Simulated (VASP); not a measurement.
# TaN (P31m) in VASP: single point with PBEsol

Aim: the single point of TaN with PBEsol.

Everything below comes from runs of VASP 6.6.1. Logs are shortened: lines on timing, memory, paths and dates and some standing lists are left out, and cuts for length are marked.

**1. The cell of the first run**

The structure is trigonal, space group P31m (No. 157). Conventional cell: a = 5.179 Å, b = 5.179 Å, c = 2.896 Å, α = 90.00°, β = 90.00°, γ = 120.00°. Within 3.0 Å of Ta (site symmetry 3) lie 6 N at 2.13 to 2.18 Å and 5 Ta at 2.90 to 2.99 Å. Within 2.7 Å of Ta (site symmetry 3m) lie 3 N at 2.05 Å. Within 2.9 Å of N (site symmetry m) lie 5 Ta at 2.05 to 2.18 Å and 6 N at 2.76 to 2.90 Å.

**2. Single point, PBEsol (atoms displaced along a vibrational mode)**

Contents of INCAR:

```
SYSTEM = TaN
  PREC = Accurate
  ENCUT = 520
  EDIFF = 1E-7
  ISMEAR = 0
  SIGMA = 0.15
  LREAL = .False.
  LASPH = .True.
  NELM = 80
  ALGO = Normal
  ISIF = 2
  LWAVE = .False.
  LCHARG = .True.
  GGA = PS
  LELF = .True.
  LVHAR = .True.
  NBANDS = 33
```

Contents of KPOINTS:

```
regular mesh
0
Gamma
  12 12 16
  0 0 0
```

Contents of POSCAR:

```
TaN
1.0
    5.1789208695      0.0000000000      0.0000000000
   -2.5894604347      4.4850770372      0.0000000000
    0.0000000000      0.0000000000      2.8959972730
Ta N
3 3
Direct
    0.3333333333      0.6666666667      0.5246793982
    0.6666666667      0.3333333333      0.5246793982
    0.0000000000      0.0000000000     -0.0517956289
    0.3933709412      0.0000000000      0.0104933172
    0.6066290588      0.6066290588      0.0104933172
    0.0000000000      0.3933709412      0.0104933172
```

Potentials or basis: VASP PAW PBE potentials, release 64 (Ta_pv, N).

Command:

```
$ cat potpaw_PBE.64/Ta_pv/POTCAR potpaw_PBE.64/N/POTCAR > POTCAR
$ mpirun -np 1 vasp_std > vasp.out
```

OUTCAR:

```text
SYSTEM = TaN
   PREC = Accurate
   ENCUT = 520
   EDIFF = 1E-7
   ISMEAR = 0
   LREAL = .False.
   LASPH = .True.
   NELM = 80
   ISIF = 2
   GGA = PS

 ion  position               nearest neighbor table
   1  0.333  0.667  0.525-   4 2.13   6 2.13   5 2.13   4 2.18   6 2.18   5 2.18   2 2.99   2 2.99
                             2 2.99   3 3.23   3 3.23   3 3.23   3 3.42   3 3.42   3 3.42
   2  0.667  0.333  0.525-   6 2.13   4 2.13   5 2.13   6 2.18   4 2.18   5 2.18   1 2.99   1 2.99
                             1 2.99   3 3.23   3 3.23   3 3.23   3 3.42   3 3.42   3 3.42
   3  0.000  0.000  0.948-   6 2.05   4 2.05   5 2.05   2 3.23   1 3.23   1 3.23   2 3.23   2 3.23
                             1 3.23   2 3.42   1 3.42   1 3.42   2 3.42   1 3.42   2 3.42
   4  0.393  0.000  0.010-   3 2.05   1 2.13   2 2.13   1 2.18   2 2.18
   5  0.607  0.607  0.010-   3 2.05   2 2.13   1 2.13   2 2.18   1 2.18
   6  0.000  0.393  0.010-   3 2.05   2 2.13   1 2.13   2 2.18   1 2.18

  LATTYP: Found a hexagonal cell.
 ALAT       =     5.1789208695
 C/A-ratio  =     0.5591893265

  Lattice vectors:

 A1 = (   5.1789208695,   0.0000000000,   0.0000000000)
 A2 = (  -2.5894604347,   4.4850770372,   0.0000000000)
 A3 = (   0.0000000000,   0.0000000000,   2.8959972730)

Analysis of symmetry for initial positions (statically):
=====================================================================
 Subroutine PRICEL returns:
 Original cell was already a primitive cell.

 Routine SETGRP: Setting up the symmetry group for a
 hexagonal supercell.

 Subroutine GETGRP returns: Found  6 space group operations
 (whereof  6 operations were pure point group operations)
 out of a pool of 24 trial point group operations.

The static configuration has the point symmetry C_3v.

Analysis of symmetry for dynamics (positions and initial velocities):
=====================================================================
 Subroutine PRICEL returns:
 Original cell was already a primitive cell.

 Routine SETGRP: Setting up the symmetry group for a
 hexagonal supercell.

 Subroutine GETGRP returns: Found  6 space group operations
 (whereof  6 operations were pure point group operations)
 out of a pool of 24 trial point group operations.

The dynamic configuration has the point symmetry C_3v.

 Subroutine INISYM returns: Found  6 space group operations
 (whereof  6 operations are pure point group operations),
 and found     1 'primitive' translations

----------------------------------------------------------------------------------------

                                     Primitive cell

  volume of cell :      67.2678

  direct lattice vectors                    reciprocal lattice vectors
     5.178920869  0.000000000  0.000000000     0.193090419  0.111480805  0.000000000
    -2.589460435  4.485077037  0.000000000     0.000000000  0.222961611  0.000000000
     0.000000000  0.000000000  2.895997273     0.000000000  0.000000000  0.345304193

  length of vectors
     5.178920869  5.178920869  2.895997273     0.222961611  0.222961611  0.345304193

  position of ions in fractional coordinates (direct lattice)
     0.333333333  0.666666667  0.524679398
     0.666666667  0.333333333  0.524679398
     0.000000000  0.000000000  0.948204371
     0.393370941  0.000000000  0.010493317
     0.606629059  0.606629059  0.010493317
     0.000000000  0.393370941  0.010493317

  ion indices of the primitive-cell ions
   primitive index   ion index
                 1           1
                 2           2
                 3           3
                 4           4
                 5           5
                 6           6

----------------------------------------------------------------------------------------

 KPOINTS: regular mesh

Automatic generation of k-mesh.
 Grid dimensions read from file:
 generate k-points for:   12   12   16

 Generating k-lattice:

  Cartesian coordinates                     Fractional coordinates (reciprocal lattice)
     0.016090868  0.009290067  0.000000000     0.083333333  0.000000000  0.000000000
     0.000000000  0.018580134  0.000000000     0.000000000  0.083333333  0.000000000
     0.000000000  0.000000000  0.021581512     0.000000000  0.000000000  0.062500000

  Length of vectors
     0.018580134  0.018580134  0.021581512

  Shift w.r.t. Gamma in fractional coordinates (k-lattice)
     0.000000000  0.000000000  0.000000000

 Subroutine IBZKPT returns following result:
 ===========================================

 Found    255 irreducible k-points:

 Following reciprocal coordinates:
            Coordinates               Weight
  0.000000  0.000000  0.000000      1.000000
  0.083333 -0.000000  0.000000      6.000000
  0.166667  0.000000  0.000000      6.000000
  0.250000 -0.000000  0.000000      6.000000
  0.333333 -0.000000  0.000000      6.000000
  0.416667 -0.000000  0.000000      6.000000
[... 16 lines left out ...]
  0.250000 -0.000000  0.062500     12.000000
  0.333333 -0.000000  0.062500     12.000000
 [... further k-points ...]
   k-points           NKPTS =    255   k-points in BZ     NKDIM =    255   number of bands    NBANDS=     33
   number of dos      NEDOS =    301   number of ions     NIONS =      6
   total plane-waves  NPLWV =  38400
   dimension x,y,z NGX =    40 NGY =   40 NGZ =   24
   dimension x,y,z NGXF=    80 NGYF=   80 NGZF=   48
   ions per type =               3   3
   NGX,Y,Z   is equivalent  to a cutoff of  12.84, 12.84, 13.78 a.u.
   NGXF,Y,Z  is equivalent  to a cutoff of  25.68, 25.68, 27.55 a.u.
 SYSTEM =  TaN
   PREC   = accura    normal or accurate (medium, high low for compatibility)
   ISTART =      0    job   : 0-new  1-cont  2-samecut
   ICHARG =      2    charge: 1-file 2-atom 10-const
   ISPIN  =      1    spin polarized calculation?
   LNONCOLLINEAR =      F non collinear calculations
   LSORBIT =      F    spin-orbit coupling
   LASPH  =      T    aspherical Exc in radial PAW
   ENCUT  =  520.0 eV  38.22 Ry    6.18 a.u.   9.63  9.63  5.38*2*pi/ulx,y,z
   NELM   =     80;   NELMIN=  2; NELMDL= -5     # of ELM steps
   EDIFF  = 0.1E-06   stopping-criterion for ELM
   LREAL  =      F    real-space projection
   EDIFFG = 0.1E-05   stopping-criterion for IOM
   NSW    =      0    number of steps for IOM
   IBRION =     -1    ionic relax: 0-MD 1-quasi-New 2-CG
   NFREE  =      0    steps in history (QN), initial steepest desc. (CG)
   ISIF   =      2    stress and relaxation
   ISYM   =      2    0-nonsym 1-usesym 2-fastsym
   POTIM  = 0.5000    time-step for ionic-motion
   TEBEG  =    0.0;   TEEND  =   0.0 temperature during run
   PSTRESS=    0.0 pullay stress
   NELECT =      48.0000    total number of electrons
   NUPDOWN=      -1.0000    fix difference up-down
   EMIN   =  10.00;   EMAX   =-10.00  energy-range for DOS
   EFERMI =   0.00;   METHOD = LEGACY
   ISMEAR =     0;   SIGMA  =   0.15  broadening in eV -4-tet -1-fermi 0-gaus
   EFERMI_NEDOS =   21; number of points for ismear=-14 and -15
   IALGO  =     38    algorithm
   IMIX   =      4    mixing-type and parameters
     AMIX     =   0.40;   BMIX     =  1.00
     AMIX_MAG =   1.60;   BMIX_MAG =  1.00
  volume/ion in A,a.u.               =      11.21        75.66
  Fermi-wavevector in a.u.,A,eV,Ry     =   1.462916  2.764511 29.118154  2.140124
  Thomas-Fermi vector in A             =   2.579073
   LORBIT       =      0    0 simple, 1 ext, 2 COOP (PROOUT), +10 PAW based schemes
   GGA     = PS    functional components
   LHFCALC =     F    Hartree Fock is set to
   AEXX    =    0.0000 exact exchange contribution
   IVDW    =     0    specifies the selected vdW correction
   LEPSILON=     F    determine dielectric tensor
   LRPA    =     F    only Hartree local field effects (RPA)
 non-spin polarized calculation
 Gauss-broadening in eV      SIGMA  =   0.15
  energy-cutoff  :      520.00
  volume of cell :       67.27
 maximum number of plane-waves:      1840
 NGX is ok and might be reduce to    40
   NGX = 19   NGY = 19   NGZ = 11

 number of electron      48.0000006 magnetization

 Free energy of the ion-electron system (eV)
  ---------------------------------------------------
  ext. energy  EPLUGINS =         0.00000000
  ---------------------------------------------------
  free energy    TOTEN  =       -71.22010723 eV

  energy without entropy =      -71.21515806  energy(sigma->0) =      -71.21763264

 E-fermi :   8.3588     XC(G=0): -13.2241

 val. band max:        8.3300309779   @ k =   0.2500  -0.0000   0.3750
 cond. band min:       8.3732881865   @ k =   0.2500  -0.0000   0.1875
 fundamental gap:      0.0432572086
 Fermi energy:         8.3587809810

 k-point     1 :       0.0000    0.0000    0.0000
  band No.  band energies     occupation
      1     -27.8584      2.00000
      2     -27.8584      2.00000
      3     -27.5066      2.00000
      4     -27.5066      2.00000
      5     -27.3002      2.00000
      6     -27.1874      2.00000
[... 25 lines left out ...]
     32      11.4010      0.00000
     33      11.4010      0.00000

 k-point     2 :       0.0833   -0.0000    0.0000
  band No.  band energies     occupation
      1     -27.8660      2.00000
      2     -27.8581      2.00000
      3     -27.4973      2.00000
      4     -27.4966      2.00000
      5     -27.2987      2.00000
      6     -27.1890      2.00000
[... 25 lines left out ...]
     32      11.3792      0.00000
     33      11.4335      0.00000

 k-point     3 :       0.1667    0.0000    0.0000
  band No.  band energies     occupation
      1     -27.8850      2.00000
      2     -27.8535      2.00000
      3     -27.4777      2.00000
      4     -27.4706      2.00000
      5     -27.2946      2.00000
      6     -27.1940      2.00000
[... 25 lines left out ...]
     32      11.3644      0.00000
     33      11.5494      0.00000

 k-point     4 :       0.2500   -0.0000    0.0000
  band No.  band energies     occupation
      1     -27.9081      2.00000
      2     -27.8374      2.00000
      3     -27.4689      2.00000
      4     -27.4375      2.00000
      5     -27.2887      2.00000
      6     -27.2018      2.00000
[... 25 lines left out ...]
     32      11.7361      0.00000
     33      11.9857      0.00000

 k-point     5 :       0.3333   -0.0000    0.0000
  band No.  band energies     occupation
      1     -27.9287      2.00000
      2     -27.8067      2.00000
      3     -27.4900      2.00000
      4     -27.4057      2.00000
      5     -27.2810      2.00000
      6     -27.2115      2.00000
[... 604 lines left out ...]
 k-point    22 :       0.1667    0.0000    0.0625
  band No.  band energies     occupation
      1     -27.8785      2.00000
      2     -27.8472      2.00000
      3     -27.4727      2.00000
      4     -27.4651      2.00000
      5     -27.3325      2.00000
      6     -27.2270      2.00000
[... 25 lines left out ...]
     32      11.5034      0.00000
     33      11.5878      0.00000

 k-point    23 :       0.2500   -0.0000    0.0625
  band No.  band energies     occupation
      1     -27.9012      2.00000
      2     -27.8311      2.00000
      3     -27.4646      2.00000
      4     -27.4326      2.00000
      5     -27.3278      2.00000
      6     -27.2352      2.00000
[... 25 lines left out ...]
     32      11.8255      0.00000
     33      12.0789      0.00000

 k-point    24 :       0.3333   -0.0000    0.0625
  band No.  band energies     occupation
      1     -27.9215      2.00000
      2     -27.8008      2.00000
      3     -27.4862      2.00000
      4     -27.4013      2.00000
      5     -27.3205      2.00000
      6     -27.2452      2.00000
[... 25 lines left out ...]
     32      11.9470      0.00000
     33      12.3283      0.00000

 [... further k-points ...]
[... 5 lines left out ...]
  --------------------------------------------------------------------------------------
  -------------------------------------------------------------------------------------
  Total        0.7422792      0.7422792      0.3068466      0.0000000      0.0000000     -0.0000000
  in kB       17.6795222     17.6795222      7.3084384      0.0000000      0.0000000     -0.0000000
  external PRESSURE =      14.2224942 kB  Pullay stress =       0.0000000 kB

 VOLUME and BASIS-vectors are now :
 -----------------------------------------------------------------------------
  energy-cutoff  :      520.00
  volume of cell :       67.27
      direct lattice vectors                 reciprocal lattice vectors
     5.178920869  0.000000000  0.000000000     0.193090419  0.111480805  0.000000000
    -2.589460435  4.485077037  0.000000000     0.000000000  0.222961611  0.000000000
     0.000000000  0.000000000  2.895997273     0.000000000  0.000000000  0.345304193

 POSITION                                       TOTAL-FORCE (eV/Angst)
 -----------------------------------------------------------------------------------
     -0.00000      2.99005      1.51947         0.000000      0.000000     -1.034470
      2.58946      1.49503      1.51947        -0.000000      0.000000     -1.034470
      0.00000      0.00000      2.74600        -0.000000     -0.000000      2.094457
      2.03724      0.00000      0.03039        -0.043781     -0.000000     -0.008506
      1.57084      2.72078      0.03039         0.021891      0.037916     -0.008506
     -1.01862      1.76430      0.03039         0.021891     -0.037916     -0.008506
 -----------------------------------------------------------------------------------
    total drift:                               -0.000000     -0.000001     -0.000031

  FREE ENERGIE OF THE ION-ELECTRON SYSTEM (eV)
  ---------------------------------------------------
  free  energy   TOTEN  =       -71.2201072257 eV

  energy  without entropy=      -71.2151580607  energy(sigma->0) =      -71.21763264
```

It took 8.1 min on 1 thread of Intel Xeon Platinum 8259CL at 2.50GHz (Skylake/Cascade Lake), shared host; peak memory 0.52 GiB.

What came out:

```yaml
Free_energy: -71.2201 eV
Pressure: 1.4 GPa
Largest_force: 2.094 eV/Å
Band_gap_on_the_k_mesh: zero (bands 24 and 25 overlap by 2.98 eV)
```

Forces on the atoms (eV/Å):
```
Ta   0.000  0.000 -1.034
Ta   0.000  0.000 -1.034
Ta   0.000  0.000  2.094
N   -0.044  0.000 -0.009
N    0.022  0.038 -0.009
N    0.022 -0.038 -0.009
```

Levels at points of the mesh, in eV from the Fermi level:
```tsv
k point	band 22	band 23	band 24	band 25	band 26	band 27
(0.00, 0.00, 0.00)	-3.40	-1.84	-1.08	-1.08	0.63	0.63
(0.50, 0.00, 0.00)	-3.82	-2.94	-2.71	1.05	1.66	1.83
(0.00, 0.00, 0.50)	-2.92	-2.92	1.70	1.70	2.01	2.01
(0.50, 0.00, 0.50)	-3.23	-2.02	-0.95	0.34	1.28	2.83
```

Caveat: the cell differs from its parent crystal (atoms displaced along a vibrational mode); the PAW data sets were made with another functional, which shifts forces and pressure a little; spin-orbit coupling is left out, which moves the levels of the heavy elements.
